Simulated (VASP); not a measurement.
# Rb (Im-3m) in VASP: notebook, part 2 of 2

VASP 6.6.1.

## Step 3: Single point, PBEsol (90.14 Å³/atom)

This run uses another cell than the first one, of 90.14 Å³/atom.

The input, INCAR:

```
ALGO = Normal
EDIFF = 1E-7
ENCUT = 520
GGA = PS
ISIF = 2
ISMEAR = -1
LASPH = True
LCHARG = True
LELF = True
LREAL = False
LVHAR = True
LWAVE = False
NBANDS = 10
NELM = 80
PREC = Accurate
SIGMA = 0.05
```

The input, KPOINTS:

```
k-points
0
Gamma
  8 8 8
```

The input, POSCAR:

```
Rb
1.0
   -2.8245833230      2.8245833230      2.8245833230
    2.8245833230     -2.8245833230      2.8245833230
    2.8245833230      2.8245833230     -2.8245833230
Rb
1
Direct
    0.0000000000      0.0000000000      0.0000000000
```

Potentials or basis: VASP PAW PBE potentials, release 64 (Rb_sv).

Run with:

```sh
$ cat potpaw_PBE.64/Rb_sv/POTCAR > POTCAR
$ mpirun -np 1 vasp_std > vasp.out
```

OUTCAR:

```text
EDIFF = 1E-7
   ENCUT = 520
   GGA = PS
   ISIF = 2
   ISMEAR = -1
   LASPH = True
   LREAL = False
   NELM = 80
   PREC = Accurate

 ion  position               nearest neighbor table
   1  0.000  0.000  0.000-

  LATTYP: Found a body centered cubic cell.
 ALAT       =     5.6491666460

  Lattice vectors:

 A1 = (  -2.8245833230,   2.8245833230,   2.8245833230)
 A2 = (   2.8245833230,  -2.8245833230,   2.8245833230)
 A3 = (   2.8245833230,   2.8245833230,  -2.8245833230)

Analysis of symmetry for initial positions (statically):
=====================================================================
 Subroutine PRICEL returns:
 Original cell was already a primitive cell.

 Routine SETGRP: Setting up the symmetry group for a
 body centered cubic supercell.

 Subroutine GETGRP returns: Found 48 space group operations
 (whereof 48 operations were pure point group operations)
 out of a pool of 48 trial point group operations.

The static configuration has the point symmetry O_h .

Analysis of symmetry for dynamics (positions and initial velocities):
=====================================================================
 Subroutine PRICEL returns:
 Original cell was already a primitive cell.

 Routine SETGRP: Setting up the symmetry group for a
 body centered cubic supercell.

 Subroutine GETGRP returns: Found 48 space group operations
 (whereof 48 operations were pure point group operations)
 out of a pool of 48 trial point group operations.

The dynamic configuration has the point symmetry O_h .

 Subroutine INISYM returns: Found 48 space group operations
 (whereof 48 operations are pure point group operations),
 and found     1 'primitive' translations

----------------------------------------------------------------------------------------

                                     Primitive cell

[... 110 lines left out ...]
  Fermi-wavevector in a.u.,A,eV,Ry     =   0.759477  1.435203  7.847912  0.576805
  Thomas-Fermi vector in A             =   1.858280
   LORBIT       =      0    0 simple, 1 ext, 2 COOP (PROOUT), +10 PAW based schemes
   GGA     = PS    functional components
   LHFCALC =     F    Hartree Fock is set to
   AEXX    =    0.0000 exact exchange contribution
   IVDW    =     0    specifies the selected vdW correction
   LEPSILON=     F    determine dielectric tensor
   LRPA    =     F    only Hartree local field effects (RPA)
 non-spin polarized calculation
  energy-cutoff  :      520.00
  volume of cell :       90.14
 maximum number of plane-waves:      2491
   NGX = 19   NGY = 19   NGZ = 19

 number of electron       9.0000000 magnetization

 Free energy of the ion-electron system (eV)
  ---------------------------------------------------
  ext. energy  EPLUGINS =         0.00000000
  ---------------------------------------------------
  free energy    TOTEN  =        -1.02253452 eV

  energy without entropy =       -1.01184934  energy(sigma->0) =       -1.01719193

 E-fermi :  -0.0128     XC(G=0):  -5.5444

 val. band max:       -0.0537001585   @ k =   0.2500   0.2500   0.0000
 cond. band min:       0.0442867734   @ k =   0.3750   0.1250   0.0000
 fundamental gap:      0.0979869319
 Fermi energy:        -0.0128408973

 k-point     1 :       0.0000    0.0000    0.0000
  band No.  band energies     occupation
      1     -28.8841      2.00000
      2     -12.9301      2.00000
      3     -12.9301      2.00000
      4     -12.9301      2.00000
      5      -2.0203      2.00000
      6       3.6566      0.00000
      7       3.6566      0.00000
      8       3.6566      0.00000
      9       4.6098      0.00000
     10       4.6098      0.00000
[... 287 lines left out ...]
 k-point    24 :      -0.3750    0.3750    0.2500
  band No.  band energies     occupation
      1     -28.8785      2.00000
      2     -13.0044      2.00000
      3     -12.9774      2.00000
      4     -12.9673      2.00000
      5       0.0798      0.27129
      6       1.6627      0.00000
      7       2.8992      0.00000
      8       2.9333      0.00000
      9       3.9944      0.00000
     10       5.1529      0.00000

 [... further k-points ...]

------------------------ aborting loop because EDIFF is reached ----------------------------------------

  FORCE on cell =-STRESS in cart. coord.  units (eV):
  Direction    XX          YY          ZZ          XY          YZ          ZX
  --------------------------------------------------------------------------------------
  -------------------------------------------------------------------------------------
  Total       -0.0601384     -0.0601384     -0.0601384     -0.0000000     -0.0000000      0.0000000
  in kB       -1.0689051     -1.0689051     -1.0689051     -0.0000000     -0.0000000      0.0000000
  external PRESSURE =      -1.0689051 kB  Pullay stress =       0.0000000 kB

 VOLUME and BASIS-vectors are now :
 -----------------------------------------------------------------------------
  energy-cutoff  :      520.00
  volume of cell :       90.14
      direct lattice vectors                 reciprocal lattice vectors
    -2.824583323  2.824583323  2.824583323     0.000000000  0.177017260  0.177017260
     2.824583323 -2.824583323  2.824583323     0.177017260  0.000000000  0.177017260
     2.824583323  2.824583323 -2.824583323     0.177017260  0.177017260  0.000000000

 POSITION                                       TOTAL-FORCE (eV/Angst)
 -----------------------------------------------------------------------------------
      0.00000      0.00000      0.00000        -0.000000     -0.000000     -0.000000
 -----------------------------------------------------------------------------------
    total drift:                               -0.000000      0.000000      0.000000

  FREE ENERGIE OF THE ION-ELECTRON SYSTEM (eV)
  ---------------------------------------------------
  free  energy   TOTEN  =        -1.0225345223 eV

  energy  without entropy=       -1.0118493423  energy(sigma->0) =       -1.01719193
```

OSZICAR:

```text
N       E                     dE             d eps       ncg     rms          rms(c)
DAV:   1     0.440997980334E+02    0.44100E+02   -0.33315E+03   580   0.662E+02
DAV:   2     0.191319232115E+01   -0.42187E+02   -0.41155E+02   630   0.129E+02
DAV:   3    -0.907218094454E+00   -0.28204E+01   -0.28128E+01   800   0.331E+01
DAV:   4    -0.102052390074E+01   -0.11331E+00   -0.11288E+00   810   0.566E+00
DAV:   5    -0.102243261539E+01   -0.19087E-02   -0.19086E-02   780   0.666E-01    0.113E+00
DAV:   6    -0.102211942996E+01    0.31319E-03   -0.22098E-03   846   0.267E-01    0.682E-01
DAV:   7    -0.102244615789E+01   -0.32673E-03   -0.37029E-03   804   0.345E-01    0.520E-02
DAV:   8    -0.102252757265E+01   -0.81415E-04   -0.14482E-04   672   0.103E-01    0.162E-02
DAV:   9    -0.102253481577E+01   -0.72431E-05   -0.93848E-06   840   0.221E-02    0.537E-03
DAV:  10    -0.102253450371E+01    0.31206E-06   -0.28813E-06   784   0.942E-03    0.875E-04
DAV:  11    -0.102253452227E+01   -0.18564E-07   -0.11964E-07   580   0.208E-03
   1 F= -.10225345E+01 E0= -.10171919E+01  d E =-.106852E-01
```

Run time: 11 s. Hardware: 1 thread of Intel Xeon 6975P-C (Granite Rapids), shared host; peak memory 0.2 GiB.

Results:

- Free energy: -1.0225 eV
- Pressure: -0.1 GPa
- Band gap on the k mesh: zero (an odd number of electrons rules out a gap without spin polarisation)

Levels at points of the mesh, in eV from the Fermi level:
```tsv
k point	band 2	band 3	band 4	band 5	band 6	band 7
(0.00, 0.00, 0.00)	-12.92	-12.92	-12.92	-2.01	3.67	3.67
(0.50, 0.00, 0.00)	-13.02	-12.95	-12.92	0.22	0.77	2.57
(0.50, 0.50, 0.50)	-12.99	-12.99	-12.99	1.24	1.24	3.25
```

Caveat: the PAW data sets were made with another functional, which shifts forces and pressure a little.

## Step 4: Single point, PBEsol (91.91 Å³/atom)

This run uses another cell than the first one, of 91.91 Å³/atom.

The input, INCAR:

```
SYSTEM = Rb
PREC = Accurate
ENCUT = 520
EDIFF = 1E-6
ISMEAR = -1
SIGMA = 0.05
LREAL = .False.
LASPH = .True.
NELM = 80
ALGO = Normal
ISIF = 2
LWAVE = .False.
LCHARG = .False.
GGA = PS
NBANDS = 10
```

The input, KPOINTS:

```
regular mesh
0
Gamma
  8 8 8
  0 0 0
```

The input, POSCAR:

```
Rb
1.0
   -2.8429252871      2.8429252871      2.8429252871
    2.8429252871     -2.8429252871      2.8429252871
    2.8429252871      2.8429252871     -2.8429252871
Rb
1
Direct
    0.0000000000      0.0000000000      0.0000000000
```

Potentials or basis: VASP PAW PBE potentials, release 64 (Rb_sv).

Run with:

```sh
$ cat potpaw_PBE.64/Rb_sv/POTCAR > POTCAR
$ mpirun -np 1 vasp_std > vasp.out
```

OUTCAR:

```text
SYSTEM = Rb
   PREC = Accurate
   ENCUT = 520
   EDIFF = 1E-6
   ISMEAR = -1
   LREAL = .False.
   LASPH = .True.
   NELM = 80
   ISIF = 2
   GGA = PS

 ion  position               nearest neighbor table
   1  0.000  0.000  0.000-

  LATTYP: Found a body centered cubic cell.
 ALAT       =     5.6858505742

  Lattice vectors:

 A1 = (  -2.8429252871,   2.8429252871,   2.8429252871)
 A2 = (   2.8429252871,  -2.8429252871,   2.8429252871)
[... 491 lines left out ...]
     10       5.0670      0.00000

 [... further k-points ...]

------------------------ aborting loop because EDIFF is reached ----------------------------------------

  FORCE on cell =-STRESS in cart. coord.  units (eV):
  Direction    XX          YY          ZZ          XY          YZ          ZX
  --------------------------------------------------------------------------------------
  -------------------------------------------------------------------------------------
  Total       -0.0881033     -0.0881033     -0.0881033      0.0000000     -0.0000000     -0.0000000
  in kB       -1.5358413     -1.5358413     -1.5358413      0.0000000     -0.0000000     -0.0000000
  external PRESSURE =      -1.5358413 kB  Pullay stress =       0.0000000 kB

 VOLUME and BASIS-vectors are now :
 -----------------------------------------------------------------------------
  energy-cutoff  :      520.00
  volume of cell :       91.91
      direct lattice vectors                 reciprocal lattice vectors
    -2.842925287  2.842925287  2.842925287     0.000000000  0.175875181  0.175875181
     2.842925287 -2.842925287  2.842925287     0.175875181  0.000000000  0.175875181
     2.842925287  2.842925287 -2.842925287     0.175875181  0.175875181  0.000000000

 POSITION                                       TOTAL-FORCE (eV/Angst)
 -----------------------------------------------------------------------------------
      0.00000      0.00000      0.00000        -0.000000     -0.000000      0.000000
 -----------------------------------------------------------------------------------
    total drift:                               -0.000000      0.000000     -0.000000

  FREE ENERGIE OF THE ION-ELECTRON SYSTEM (eV)
  ---------------------------------------------------
  free  energy   TOTEN  =        -1.0211070008 eV

  energy  without entropy=       -1.0104306410  energy(sigma->0) =       -1.01576882
```

OSZICAR:

```text
N       E                     dE             d eps       ncg     rms          rms(c)
DAV:   1     0.452055465862E+02    0.45206E+02   -0.33155E+03   580   0.656E+02
DAV:   2     0.197075337923E+01   -0.43235E+02   -0.42133E+02   678   0.124E+02
DAV:   3    -0.886192906009E+00   -0.28569E+01   -0.28520E+01   760   0.331E+01
DAV:   4    -0.101981871542E+01   -0.13363E+00   -0.13294E+00   834   0.566E+00
DAV:   5    -0.102083104504E+01   -0.10123E-02   -0.10123E-02   792   0.523E-01    0.110E+00
DAV:   6    -0.102063017096E+01    0.20087E-03   -0.21496E-03   856   0.260E-01    0.660E-01
DAV:   7    -0.102101445298E+01   -0.38428E-03   -0.35847E-03   808   0.341E-01    0.510E-02
DAV:   8    -0.102109956868E+01   -0.85116E-04   -0.12643E-04   660   0.979E-02    0.174E-02
DAV:   9    -0.102110734763E+01   -0.77790E-05   -0.97190E-06   860   0.227E-02    0.567E-03
DAV:  10    -0.102110700084E+01    0.34679E-06   -0.30206E-06   668   0.970E-03
   1 F= -.10211070E+01 E0= -.10157688E+01  d E =-.106764E-01
```

Wall time 14 s (1 thread of Intel Xeon 6975P-C (Granite Rapids), shared host); peak memory 0.23 GiB.

Results:

```yaml
Free_energy: -1.0211 eV
Pressure: -0.2 GPa
Band_gap_on_the_k_mesh: zero (an odd number of electrons rules out a gap without spin polarisation)
```

Levels at points of the mesh, in eV from the Fermi level:
| k point | band 1 | band 2 | band 3 | band 4 | band 5 | band 6 | band 7 | band 8 | band 9 |
| --- | --- | --- | --- | --- | --- | --- | --- | --- | --- |
| (0.00, 0.00, 0.00) | -28.88 | -12.93 | -12.93 | -12.93 | -1.98 | 3.65 | 3.65 | 3.65 | 4.59 |
| (0.50, 0.00, 0.00) | -28.88 | -13.02 | -12.96 | -12.93 | 0.22 | 0.75 | 2.56 | 4.22 | 5.12 |
| (0.50, 0.50, 0.50) | -28.88 | -13.00 | -13.00 | -13.00 | 1.25 | 1.25 | 3.20 | 3.20 | 3.20 |

Caveat: the PAW data sets were made with another functional, which shifts forces and pressure a little.

## Step 5: Single point, PBEsol (93.68 Å³/atom)

This run uses another cell than the first one, of 93.68 Å³/atom.

The input, INCAR:

```
SYSTEM = Rb
  PREC = Accurate
  ENCUT = 520
  EDIFF = 1E-6
  ISMEAR = -1
  SIGMA = 0.05
  LREAL = .False.
  LASPH = .True.
  NELM = 100
  ALGO = Normal
  ISIF = 2
  LWAVE = .False.
  LCHARG = .True.
  GGA = PS
  LELF = .True.
  LVHAR = .True.
  NBANDS = 10
```

The input, KPOINTS:

```
Automatic mesh
0
Gamma
  8 8 8
  0 0 0
```

The input, POSCAR:

```
Rb
1.0
   -2.8610335797      2.8610335797      2.8610335797
    2.8610335797     -2.8610335797      2.8610335797
    2.8610335797      2.8610335797     -2.8610335797
Rb
1
Direct
    0.0000000000      0.0000000000      0.0000000000
```

Run with:

```sh
$ cat potpaw_PBE.64/Rb_sv/POTCAR > POTCAR
$ mpirun -np 1 vasp_std > vasp.out
```

Wall time 14 s (1 thread of Intel Xeon 6975P-C (Granite Rapids), shared host); peak memory 0.23 GiB.

It converged, with:

```
Free energy            : -1.0192 eV
Pressure               : -0.2 GPa
Band gap on the k mesh : zero (an odd number of electrons rules out a gap without spin polarisation)
```

Levels at points of the mesh, in eV from the Fermi level:
```tsv
k point	band 1	band 2	band 3	band 4	band 5	band 6	band 7	band 8	band 9
(0.00, 0.00, 0.00)	-28.89	-12.94	-12.94	-12.94	-1.96	3.63	3.63	3.63	4.56
(0.50, 0.00, 0.00)	-28.89	-13.03	-12.97	-12.94	0.22	0.74	2.56	4.18	5.07
(0.50, 0.50, 0.50)	-28.89	-13.01	-13.01	-13.01	1.26	1.26	3.15	3.15	3.15
```

Caveat: the PAW data sets were made with another functional, which shifts forces and pressure a little.

## Step 6: The runs side by side

| cell | gap on the mesh (eV) | pressure (GPa) |
| --- | --- | --- |
| a = 4.876 Å, angles 109.5°, 1 atom | none | -0.1 |
| a = 4.892 Å, angles 109.5°, 1 atom | none | -0.1 |
| a = 4.924 Å, angles 109.5°, 1 atom | none | -0.2 |
| a = 4.955 Å, angles 109.5°, 1 atom | none | -0.2 |

Alike in all rows: task single point; level PBEsol; potentials or basis VASP PAW PBE potentials, release 64 (Rb_sv); no spin polarisation; k mesh 8 × 8 × 8; cutoff (eV) 520; smearing fermi-dirac 0.05 eV.

Caveats: the PAW data sets were made with another functional, which shifts forces and pressure a little.

Total energies depend on the potentials used, so only differences within one code and one set of settings carry meaning.
